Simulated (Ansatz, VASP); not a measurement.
Nb2O: VASP beside Ansatz

```
Nb O
1.0
     2.79794    0.00000    0.00000
    -1.39897    2.42309    0.00000
     0.00000    0.00000   10.88285
Nb O
4 2
Direct
  0.33333 0.66667 0.62750
  0.66667 0.33333 0.12750
  0.33333 0.66667 0.87250
  0.66667 0.33333 0.37250
  0.33333 0.66667 0.25000
  0.66667 0.33333 0.75000
```

Alike in both runs: task relaxation of cell and atoms; functional PBE; k mesh 6 × 6 × 2; occupations gaussian, width 0.1 eV; no spin polarisation.

```csv
,VASP,Ansatz
version,VASP 6.6.1,Ansatz 0.2.0
potentials or method,"VASP PAW PBE potentials, release 64 (Nb_sv, O), cutoff 600 eV","scalar-relativistic, plane waves, PAW"
valence electrons in the cell,64,64
```

Ansatz gave:

* gap on the k mesh at the Fermi level, each at its own relaxed structure (eV): none
* relaxed volume (Å³/atom): 13.73
* relaxed cell length with the largest relative difference (Å): 11.090

**Question.** What did VASP give for the same quantities?

**Answer.** gap on the k mesh at the Fermi level, each at its own relaxed structure (eV): none; relaxed volume (Å³/atom): 13.71; relaxed cell length with the largest relative difference (Å): 11.081.

A gap of «none» marks a metal or a gap that the smearing closes.

The k mesh is coarse, so the values compare programs but aren't converged.
